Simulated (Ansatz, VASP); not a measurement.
**Two plane-wave programs on Al3Cu2**

Contents of INCAR:

```
SYSTEM = Al3Cu2
ALGO = Fast
EDIFF = 1E-6
ENCUT = 520
GGA = PS
ISIF = 2
ISMEAR = 0
LASPH = .TRUE.
LCHARG = .TRUE.
LELF = .TRUE.
LREAL = .FALSE.
LVHAR = .TRUE.
LWAVE = .FALSE.
NBANDS = 24
NELM = 60
PREC = Accurate
SIGMA = 0.15
```

File KPOINTS:

```
k-points
0
G
  12 12 10
  0 0 0
```

Contents of POSCAR:

```
Al3Cu2
1.0
    4.4264724427      0.0000000000      0.0000000000
   -2.2132362213      3.8334375845      0.0000000000
    0.0000000000      0.0000000000      4.5835327975
Al Cu
3 2
Direct
    0.0000000000      0.0000000000      0.0000000000
    0.3333333333      0.6666666667      0.3515059889
    0.6666666667      0.3333333333      0.6484940111
    0.3333333333      0.6666666667      0.8422899951
    0.6666666667      0.3333333333      0.1577100049
```

Input for Ansatz:

```yaml
crystal:
  lattice:
    - [4.4264724427, 0.0, 0.0]
    - [-2.2132362213, 3.8334375845, 0.0]
    - [0.0, 0.0, 4.5835327975]
  atoms:
    - { symbol: Al, position: [0.0, 0.0, 0.0] }
    - { symbol: Al, position: [0.3333333333, 0.6666666667, 0.3515059889] }
    - { symbol: Al, position: [0.6666666667, 0.3333333333, 0.6484940111] }
    - { symbol: Cu, position: [0.3333333333, 0.6666666667, 0.8422899951] }
    - { symbol: Cu, position: [0.6666666667, 0.3333333333, 0.1577100049] }
basis:
  ecutwfc: 420
kpoints:
  mp_grid: { grid: [12, 12, 10] }
hamiltonian:
  xc: pbesol
scf:
  occupations: { method: gaussian, width: 0.15 }
output:
  forces: true
  stress: true
  eigenvalues: true
```

Change from the starting cell: strain +0.080 along x and y, -0.080 along z, atoms carried along.

Alike in both runs: task single point; functional PBEsol; k mesh 12 × 12 × 10; occupations gaussian, width 0.15 eV; no spin polarisation.

```csv
,VASP,Ansatz
version,VASP 6.6.1,Ansatz 0.2.0
potentials or method,"VASP PAW PBE potentials, release 64 (Al, Cu), cutoff 520 eV","scalar-relativistic, plane waves, PAW"
valence electrons in the cell,31,47
```

```csv
,VASP,Ansatz,Ansatz less VASP
gap on the k mesh at the Fermi level (eV),none,none,-
pressure (GPa),-1.7,-1.9,-0.16
"traceless stress, the component that is largest in VASP (GPa)",19.43,19.40,-0.036
rms of the force components (eV/Å),0.271,0.275,+0.0042
```

VASP's potentials were made for PBE, not for PBEsol. Atom by atom the forces differ by 0.004 eV/Å (rms over components). A gap of «none» marks a metal or a gap that the smearing closes. With one functional, cell and mesh, what is left measures potentials, basis and numerics. VASP's potentials hold 31 valence electrons a cell and Ansatz's 47, so a difference there can come from the potentials and not from the codes.
